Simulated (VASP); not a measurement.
Runs of VASP 6.6.1 on MoS2. The structure is that of space group Fm-3m (No. 225), or close to it. The cells are those of the table. 

| cell | gap on the mesh (eV) | pressure (GPa) |
| --- | --- | --- |
| a = 4.293 Å, angles 60.0°, 3 atoms | none | (a) |
| a = 4.265 Å, angles 60.0°, 3 atoms | none | -9.0 |
| a = 4.320 Å, angles 60.0°, 3 atoms | none | -12.2 |
| a = 4.208 Å, angles 60.0°, 3 atoms | none | (b) |
| a = 4.180 Å, angles 60.0°, 3 atoms | none | -2.5 |
| a = 4.150 Å, angles 60.0°, 3 atoms | none | 0.2 |
| a = 4.237 Å, angles 60.0°, 3 atoms | none | -7.0 |

Alike in all rows: task single point; level PBE; potentials or basis VASP PAW PBE potentials, release 64 (Mo_sv, S); no spin polarisation; k mesh 8 × 8 × 8; cutoff (eV) 520; smearing fermi-dirac 0.05 eV.

Problem. Estimate the missing entries.

Solution. (a) -10.7; (b) -4.9.

A k mesh can miss the band edges, and the runs leave out spin-orbit coupling on Mo.

A gap of «none» marks levels without a gap at the run's occupations.
